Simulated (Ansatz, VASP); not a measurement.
Al in VASP and in Ansatz

The input INCAR:

```
SYSTEM = Al
  PREC = Accurate
  ENCUT = 520
  EDIFF = 1E-6
  ISMEAR = -1
  SIGMA = 0.08
  LREAL = .FALSE.
  LASPH = .TRUE.
  NELM = 60
  ALGO = Normal
  ISIF = 2
  LWAVE = .FALSE.
  LCHARG = .TRUE.
  GGA = PE
  LELF = .TRUE.
  LVHAR = .TRUE.
  NBANDS = 10
```

KPOINTS

```
regular mesh
0
G
  15 15 8
  0 0 0
```

POSCAR

```
Al
1.0
    2.5990451556      0.0000000000      0.0000000000
   -1.2995225778      2.2508391303      0.0000000000
    0.0000000000      0.0000000000      4.2699957936
Al
2
Direct
    0.3333333333      0.6666666667      0.2500000000
    0.6666666667      0.3333333333      0.7500000000
```

Input for Ansatz:

```yaml
crystal:
  lattice:
    - [2.5990451556, 0.0, 0.0]
    - [-1.2995225778, 2.2508391303, 0.0]
    - [0.0, 0.0, 4.2699957936]
  atoms:
    - { symbol: Al, position: [0.3333333333, 0.6666666667, 0.25] }
    - { symbol: Al, position: [0.6666666667, 0.3333333333, 0.75] }
kpoints:
  mp_grid: { grid: [15, 15, 8] }
scf:
  occupations: { method: fermi_dirac, width: 0.08 }
hamiltonian:
  xc: pbe
  pseudopotentials: { kind: paw }
output:
  forces: true
  stress: true
  eigenvalues: true
  populations: true
```

Change from the starting cell: volume scaled by 0.75, PAW files.

Alike in both runs: task single point; functional PBE; k mesh 15 × 15 × 8; occupations fermi-dirac, width 0.08 eV; no spin polarisation.

```csv
,VASP,Ansatz
version,VASP 6.6.1,Ansatz 0.2.0
potentials or method,"VASP PAW PBE potentials, release 64 (Al)","PAW with Ansatz's default frozen-core files, scalar-relativistic"
plane-wave cutoff (eV),520,420
valence electrons in the cell,6,6
```

|  | VASP | Ansatz | Ansatz less VASP |
| --- | --- | --- | --- |
| pressure (GPa) | 39.9 | 39.9 | 0.00 |

Both programs put the cell under a high pressure, so it lies far from rest at this level. The functional is the same, so the differences come from potentials, cutoffs and numerics.
